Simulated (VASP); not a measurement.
Input of a VASP 6.6.1 run:

The input INCAR:

```
SYSTEM = RbSi6
ALGO = Normal ; EDIFF = 1E-6
ENCUT = 520 ; GGA = PE
ISIF = 2 ; ISMEAR = 0
LASPH = .TRUE. ; LCHARG = .FALSE.
LREAL = .FALSE. ; LWAVE = .FALSE.
NBANDS = 26 ; NELM = 100
PREC = Accurate ; SIGMA = 0.1
```

File KPOINTS:

```
k-points
0
G
  8 8 8
  0 0 0
```

The input POSCAR:

```
RbSi6
1.0
   -3.4685679443      3.4685679443      3.4685679443
    3.4685679443     -3.4685679443      3.4685679443
    3.4685679443      3.4685679443     -3.4685679443
Rb Si
1 6
Direct
    0.0000000000      0.0000000000      0.0000000000
    0.7500000000      0.2500000000      0.5000000000
    0.2500000000      0.7500000000      0.5000000000
    0.5000000000      0.2500000000      0.7500000000
    0.7500000000      0.5000000000      0.2500000000
    0.5000000000      0.7500000000      0.2500000000
    0.2500000000      0.5000000000      0.7500000000
```

Potentials or basis: VASP PAW PBE potentials, release 64 (Rb_sv, Si).

The run is started by

```sh
$ cat potpaw_PBE.64/Rb_sv/POTCAR potpaw_PBE.64/Si/POTCAR > POTCAR
$ mpirun -np 1 vasp_std > vasp.out
```

Q: What does it give for the pressure?

A: -3.4 GPa.
